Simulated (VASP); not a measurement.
# MnS (P6_3mc) in VASP: relaxation of shape and atoms at fixed volume with PBE

Aim: the relaxation of shape and atoms at fixed volume of MnS with PBE.

Program: VASP 6.6.1. These are calculated values, not measurements. Logs are shortened: lines on timing, memory, paths and dates and some standing lists are left out, and cuts for length are marked.

## (1) The cell of the first run

The structure is hexagonal, space group P6_3mc (No. 186). Conventional cell: a = 3.976 Å, b = 3.976 Å, c = 6.432 Å, α = 90.00°, β = 90.00°, γ = 120.00°. Mn (site symmetry 3m) has 4 S at 2.41 to 2.48 Å within 3.2 Å. S (site symmetry 3m) has 4 Mn at 2.41 to 2.48 Å within 3.2 Å.

## (2) Relaxation of shape and atoms at fixed volume, PBE, collinear spin, antiferromagnetic start

INCAR

```
SYSTEM = MnS
  ALGO = Normal
  EDIFF = 1E-6
  EDIFFG = -0.015
  ENCUT = 600
  GGA = PE
  IBRION = 2
  ISIF = 4
  ISMEAR = 0
  ISPIN = 2
  LASPH = .True.
  LCHARG = .False.
  LMAXMIX = 4
  LORBIT = 11
  LREAL = .False.
  LWAVE = .False.
  MAGMOM = 4.45 -4.45 0 0
  NELM = 150
  NSW = 60
  PREC = Accurate
  SIGMA = 0.05
```

KPOINTS

```
k-points
0
Gamma
  8 8 4
  0 0 0
```

POSCAR

```
MnS
1.0
    3.9760016068     -0.0000000001      0.0000000000
   -1.9880008033      3.4433183970      0.0000000000
    0.0000000000      0.0000000000      6.4320005017
Mn S
2 2
Direct
    0.3333333333      0.6666666667      0.0000000000
    0.6666666667      0.3333333333      0.5000000000
    0.3333333333      0.6666666667      0.3850000000
    0.6666666667      0.3333333333      0.8850000000
```

Potentials or basis: VASP PAW PBE potentials, release 64 (Mn_pv, S).

Command:

```console
> cat potpaw_PBE.64/Mn_pv/POTCAR potpaw_PBE.64/S/POTCAR > POTCAR
> mpirun -np 1 vasp_std > vasp.out
```

OUTCAR:

```text
SYSTEM = MnS
   EDIFF = 1E-6
   EDIFFG = -0.015
   ENCUT = 600
   GGA = PE
   IBRION = 2
   ISIF = 4
   ISMEAR = 0
   ISPIN = 2
   LASPH = .True.
   LORBIT = 11
   LREAL = .False.
   NELM = 150
   NSW = 60
   PREC = Accurate

 ion  position               nearest neighbor table
   1  0.333  0.667  0.000-   4 2.41   4 2.41   4 2.41   3 2.48
   2  0.667  0.333  0.500-   3 2.41   3 2.41   3 2.41   4 2.48
   3  0.333  0.667  0.385-   2 2.41   2 2.41   2 2.41   1 2.48
   4  0.667  0.333  0.885-   1 2.41   1 2.41   1 2.41   2 2.48

  LATTYP: Found a hexagonal cell.
 ALAT       =     3.9760016068
 C/A-ratio  =     1.6177057099

  Lattice vectors:

 A1 = (   3.9760016068,  -0.0000000001,   0.0000000000)
 A2 = (  -1.9880008033,   3.4433183970,   0.0000000000)
 A3 = (   0.0000000000,   0.0000000000,   6.4320005017)

Analysis of symmetry for initial positions (statically):
=====================================================================
 Subroutine PRICEL returns:
 Original cell was already a primitive cell.

 Routine SETGRP: Setting up the symmetry group for a
 hexagonal supercell.

 Subroutine GETGRP returns: Found 12 space group operations
 (whereof  6 operations were pure point group operations)
 out of a pool of 24 trial point group operations.

The static configuration has the point symmetry C_3v.
 The point group associated with its full space group is C_6v.

Analysis of symmetry for dynamics (positions and initial velocities):
=====================================================================
 Subroutine PRICEL returns:
 Original cell was already a primitive cell.

 Routine SETGRP: Setting up the symmetry group for a
 hexagonal supercell.

 Subroutine GETGRP returns: Found 12 space group operations
 (whereof  6 operations were pure point group operations)
 out of a pool of 24 trial point group operations.

The dynamic configuration has the point symmetry C_3v.
 The point group associated with its full space group is C_6v.

Analysis of structural, dynamic, and magnetic symmetry:
=====================================================================
 Subroutine PRICEL returns:
 Original cell was already a primitive cell.

 Routine SETGRP: Setting up the symmetry group for a
 hexagonal supercell.

 Subroutine GETGRP returns: Found 12 space group operations
 (whereof  6 operations were pure point group operations)
 out of a pool of 24 trial point group operations.

The overall configuration has the point symmetry C_3v.
 The point group associated with its full space group is C_6v.
[... 131 lines left out ...]
   IVDW    =     0    specifies the selected vdW correction
   LEPSILON=     F    determine dielectric tensor
   LRPA    =     F    only Hartree local field effects (RPA)
 conjugate gradient relaxation of ions
 spin polarized calculation
 Gauss-broadening in eV      SIGMA  =   0.05
  energy-cutoff  :      600.00
  volume of cell :       88.06
 maximum number of plane-waves:      2958
 NGX is ok and might be reduce to    32
   NGX = 15   NGY = 15   NGZ = 25

--------------------------------------- Ionic step        1  -------------------------------------------

 number of electron      38.0000015 magnetization      -0.0000000

 number of electron      38.0000015 magnetization       0.0000000

 Free energy of the ion-electron system (eV)
  ---------------------------------------------------
  ext. energy  EPLUGINS =         0.00000000
  ---------------------------------------------------
  free energy    TOTEN  =       -28.53461564 eV

  energy without entropy =      -28.53461564  energy(sigma->0) =      -28.53461564

------------------------ aborting loop because EDIFF is reached ----------------------------------------

  FORCE on cell =-STRESS in cart. coord.  units (eV):
  Direction    XX          YY          ZZ          XY          YZ          ZX
  --------------------------------------------------------------------------------------
  -------------------------------------------------------------------------------------
  Total        0.2006295      0.2006295     -2.5526570      0.0000000     -0.0000000      0.0000000
  in kB        3.6503595      3.6503595    -46.4443875      0.0000000     -0.0000000      0.0000000
  external PRESSURE =     -13.0478895 kB  Pullay stress =       0.0000000 kB
[... 97 lines left out ...]
  FREE ENERGIE OF THE ION-ELECTRON SYSTEM (eV)
  ---------------------------------------------------
  free  energy   TOTEN  =       -28.6003903963 eV

  energy  without entropy=      -28.6003903963  energy(sigma->0) =      -28.60039040

[... ionic steps 4 to 7 ...]

--------------------------------------- Ionic step        8  -------------------------------------------

 number of electron      38.0000012 magnetization       0.0000000

 number of electron      38.0000012 magnetization      -0.0000000
[... 77 lines left out ...]
 number of electron      38.0000011 magnetization      -0.0000000

 number of electron      38.0000011 magnetization       0.0000000

 Free energy of the ion-electron system (eV)
  ---------------------------------------------------
  ext. energy  EPLUGINS =         0.00000000
  ---------------------------------------------------
  free energy    TOTEN  =       -28.60467907 eV

  energy without entropy =      -28.60467907  energy(sigma->0) =      -28.60467907

 E-fermi :   4.1768     XC(G=0):  -9.2964

 val. band max:        3.9231250690   @ k =   0.0000   0.0000   0.5000
 cond. band min:       4.9033838920   @ k =   0.3750   0.2500   0.5000
 fundamental gap:      0.9802588230
 Fermi energy:         4.1768340654

 spin component 1

 k-point     1 :       0.0000    0.0000    0.0000
  band No.  band energies     occupation
      1     -46.1376      1.00000
      2     -46.1376      1.00000
      3     -46.0795      1.00000
      4     -41.6795      1.00000
      5     -41.6674      1.00000
      6     -41.6674      1.00000
[... 613 lines left out ...]
     22       5.6062      0.00000
     23       6.1086      0.00000

 [... further k-points ...]

 spin component 2

 k-point     1 :       0.0000    0.0000    0.0000
  band No.  band energies     occupation
      1     -46.1376      1.00000
      2     -46.1376      1.00000
      3     -46.0795      1.00000
      4     -41.6795      1.00000
      5     -41.6674      1.00000
      6     -41.6674      1.00000
[... 646 lines left out ...]
  FREE ENERGIE OF THE ION-ELECTRON SYSTEM (eV)
  ---------------------------------------------------
  free  energy   TOTEN  =       -28.6046790663 eV

  energy  without entropy=      -28.6046790663  energy(sigma->0) =      -28.60467907

 reached required accuracy - stopping structural energy minimisation

 total charge

# of ion       s       p       d       tot
------------------------------------------
    1        0.256   6.199   4.935  11.390
    2        0.256   6.199   4.935  11.390
    3        1.314   2.436   0.000   3.750
    4        1.314   2.436   0.000   3.750
--------------------------------------------------
tot          3.140  17.270   9.870  30.280

 magnetization (x)

# of ion       s       p       d       tot
------------------------------------------
    1        0.032   0.046   4.094   4.173
    2       -0.032  -0.046  -4.094  -4.173
    3       -0.005  -0.026   0.000  -0.032
    4        0.005   0.026   0.000   0.032
--------------------------------------------------
tot          0.000   0.000  -0.000  -0.000
```

OSZICAR:

```text
N       E                     dE             d eps       ncg     rms          rms(c)
DAV:   1     0.385297337253E+03    0.38530E+03   -0.23037E+04  2928   0.188E+03
DAV:   2     0.767411420696E+01   -0.37762E+03   -0.37348E+03  2767   0.476E+02
[... 93 lines left out ...]
DAV:   1    -0.286048908276E+02   -0.27148E-03   -0.18847E-02  3320   0.195E+00    0.162E-01
DAV:   2    -0.286048059195E+02    0.84908E-04   -0.23249E-03  3180   0.628E-01    0.909E-02
DAV:   3    -0.286047144636E+02    0.91456E-04   -0.15422E-04  3411   0.124E-01    0.505E-02
DAV:   4    -0.286046812316E+02    0.33232E-04   -0.73633E-05  3600   0.655E-02    0.212E-02
DAV:   5    -0.286046792532E+02    0.19784E-05   -0.10368E-05  3478   0.266E-02    0.938E-03
DAV:   6    -0.286046790663E+02    0.18698E-06   -0.10975E-06  1877   0.134E-02
  10 F= -.28604679E+02 E0= -.28604679E+02  d E =-.455142E-04  mag=    -0.0000
```

CONTCAR:

```text
MnS
   1.00000000000000
     3.9978463007800031   -0.0000000001018555   -0.0000000000000000
    -1.9989231502905833    3.4622364569298436    0.0000000000000000
     0.0000000000000000    0.0000000000000000    6.3619021516822372
  Mn              S
     2     2
Direct
     0.3333333332999970    0.6666666667000030    0.0072756876801014
     0.6666666667000030    0.3333333332999970    0.5072756876801016
     0.3333333332999970    0.6666666667000030    0.3777243123198967
     0.6666666667000030    0.3333333332999970    0.8777243123198964

  0.00000000E+00  0.00000000E+00  0.00000000E+00
  0.00000000E+00  0.00000000E+00  0.00000000E+00
  0.00000000E+00  0.00000000E+00  0.00000000E+00
  0.00000000E+00  0.00000000E+00  0.00000000E+00
```

Run time: 24 min. Hardware: 1 thread of AMD EPYC 7R13, shared host; peak memory 0.3 GiB.

What came out:

| Item | Value |
| --- | --- |
| Free energy | -28.6047 eV |
| Energy gained by relaxing | 17.5 meV/atom |
| Ionic steps | 10 |
| Pressure after relaxing | -1.8 GPa |
| Band gap on the k mesh | 0.98 eV, indirect (least direct gap 1.61 eV) |
| Net moment | 0.00 μB per cell |
| Site moments | Mn +4.17, -4.17; S -0.03, +0.03 μB |
| Valence electrons inside the program's atomic spheres | Mn 11.39; S 3.75 |

The path:
```tsv
step	energy change (eV)	largest force (eV/Å)	pressure (GPa)	volume (Å³)
1	0.0000	0.5345	-1.30	88.06
2	-0.0654	0.1033	-1.79	88.06
3	-0.0658	0.0583	-1.79	88.06
4	-0.0658	0.0706	-1.80	88.06
5	-0.0671	0.0565	-1.80	88.06
6	-0.0696	0.0152	-1.81	88.06
7	-0.0677	0.0812	-1.85	88.06
8	-0.0700	0.0128	-1.81	88.06
9	-0.0700	0.0168	-1.84	88.06
10	-0.0701	0.0001	-1.80	88.06
```

Final structure:
```
Mn S
1.0
     3.99785    0.00000    0.00000
    -1.99892    3.46224    0.00000
     0.00000    0.00000    6.36190
Mn S
2 2
Direct
  0.33333 0.66667 0.00728
  0.66667 0.33333 0.50728
  0.33333 0.66667 0.37772
  0.66667 0.33333 0.87772
```

A k mesh can miss the band edges. Expect the measured gap to be larger: semilocal functionals such as PBE lack the derivative discontinuity.
